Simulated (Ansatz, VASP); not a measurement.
# Two plane-wave programs on AlN

INCAR

```
ALGO = Normal
EDIFF = 1E-6
ENCUT = 520
GGA = PS
ISIF = 2
ISMEAR = 0
LASPH = True
LCHARG = False
LREAL = False
LWAVE = False
NBANDS = 16
NELM = 60
PREC = Accurate
SIGMA = 0.05
```

Contents of KPOINTS:

```
k-points
0
Gamma
  9 9 6
```

POSCAR

```
AlN
1.0
    3.3355829084      0.0000000000      0.0000000000
   -1.6677914542      2.8886995351      0.0000000000
    0.0000000000      0.0000000000      4.2505333002
Al N
2 2
Direct
    0.3333333333      0.6666666667      0.7500000000
    0.6666666667      0.3333333333      0.2500000000
    0.3333333333      0.6666666667      0.2500000000
    0.6666666667      0.3333333333      0.7500000000
```

Input for Ansatz:

```yaml
crystal:
  lattice:
    - [3.3355829084, 0.0, 0.0]
    - [-1.6677914542, 2.8886995351, 0.0]
    - [0.0, 0.0, 4.2505333002]
  atoms:
    - { symbol: Al, position: [0.3333333333, 0.6666666667, 0.75] }
    - { symbol: Al, position: [0.6666666667, 0.3333333333, 0.25] }
    - { symbol: "N", position: [0.3333333333, 0.6666666667, 0.25] }
    - { symbol: "N", position: [0.6666666667, 0.3333333333, 0.75] }
basis:
  ecutwfc: 520.0
kpoints:
  mp_grid: { grid: [9, 9, 6] }
hamiltonian:
  xc: pbesol
  pseudopotentials: { kind: paw, azcp: { folder: soft_1 } }
scf:
  occupations: { method: gaussian, width: 0.05 }
output:
  forces: true
  stress: true
  eigenvalues: true
```

Alike in both runs: task single point; functional PBEsol; k mesh 9 × 9 × 6; occupations gaussian, width 0.05 eV; no spin polarisation.

|  | VASP | Ansatz |
| --- | --- | --- |
| version | VASP 6.6.1 | Ansatz 0.2.0 |
| potentials or method | VASP PAW PBE potentials, release 64 (Al, N), cutoff 520 eV | scalar-relativistic, plane waves, PAW |
| valence electrons in the cell | 16 | 16 |

Ansatz gave:

- gap on the k mesh at the Fermi level (eV): 2.94
- least direct gap on the mesh (eV): 2.94
- pressure (GPa): -8.8
- traceless stress, the component that is largest in VASP (GPa): -0.54

Question: Estimate VASP's values.

Answer: gap on the k mesh at the Fermi level (eV): 2.95; least direct gap on the mesh (eV): 2.95; pressure (GPa): -8.8; traceless stress, the component that is largest in VASP (GPa): -0.56.

VASP's potentials were made for PBE, not for PBEsol, and Ansatz warns of the same on its side. With one functional, cell and mesh, what is left measures potentials, basis and numerics.
